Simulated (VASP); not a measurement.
Here is a VASP 6.6.1 calculation.

INCAR

```
  PREC = Accurate
  ENCUT = 520
  EDIFF = 1E-6
  ISMEAR = 0
  SIGMA = 0.15
  LREAL = False
  LASPH = True
  NELM = 80
  ALGO = Normal
  ISIF = 2
  LWAVE = False
  LCHARG = True
  GGA = PS
  LELF = True
  LVHAR = True
  NBANDS = 32
```

File KPOINTS:

```
Automatic mesh
0
Gamma
  12 12 12
```

File POSCAR:

```
Zr3S2
1.0
    2.7213442956      1.5711688616      3.3488302566
   -2.7213442956      1.5711688616      3.3488302566
    0.0000000000     -3.1423377232      3.3488302566
Zr S
3 2
Direct
    0.1618381745      0.8381618255      0.5000000000
    0.5000000000      0.1618381745      0.8381618255
    0.8381618255      0.5000000000      0.1618381745
    0.3349612447      0.3349612447      0.3349612447
    0.6650387553      0.6650387553      0.6650387553
```

Potentials or basis: VASP PAW PBE potentials, release 64 (Zr_sv, S).

Launch:

```sh
$ cat potpaw_PBE.64/Zr_sv/POTCAR potpaw_PBE.64/S/POTCAR > POTCAR
$ mpirun -np 1 vasp_std > vasp.out
```

Q: Predict the largest force.

A: 0.524 eV/Å.

Q: What does it give for the pressure?

A: 21.8 GPa.

Q: Estimate the band gap on the k mesh.

A: Zero (bands 24 and 25 overlap by 0.47 eV).

Forces in eV/Å, atoms in the order of the input:
```
Zr  -0.524  0.000  0.000
Zr   0.262 -0.454  0.000
Zr   0.262  0.454  0.000
S    0.000  0.000  0.052
S    0.000  0.000 -0.052
```

Caveat: the cell differs from its parent crystal (strain -0.050 along x and y, -0.025 along z); the cell stands under pressure; the PAW data sets were made with another functional, which shifts forces and pressure a little.
